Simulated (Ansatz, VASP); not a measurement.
## AlRu: VASP beside Ansatz

```
Al Ru
1.0
     2.98262    0.00000    0.00000
     0.00000    2.98262    0.00000
     0.00000    0.00000    2.98262
Al Ru
1 1
Direct
  0.00000 0.00000 0.00000
  0.50000 0.50000 0.50000
```

Alike in both runs: task single point; functional r2SCAN; k mesh 22 × 22 × 22; occupations gaussian, width 0.15 eV; no spin polarisation.

|  | VASP | Ansatz |
| --- | --- | --- |
| version | VASP 6.6.1 | Ansatz 0.2.0 |
| potentials or method | VASP PAW PBE potentials, release 64 (Al, Ru_pv), cutoff 520 eV | scalar-relativistic, plane waves, PAW |
| valence electrons in the cell | 17 | 19 |

|  | VASP | Ansatz | Ansatz less VASP |
| --- | --- | --- | --- |
| gap on the k mesh at the Fermi level (eV) | none | none | - |
| pressure (GPa) | 0.1 | 0.0 | -0.14 |

VASP's potentials were made for PBE, not for r2SCAN. A gap of «none» marks a metal or a gap that the smearing closes. The functional is the same, so the differences come from potentials, cutoffs and numerics. VASP's potentials hold 17 valence electrons a cell and Ansatz's 19, so a difference there can come from the potentials and not from the codes.
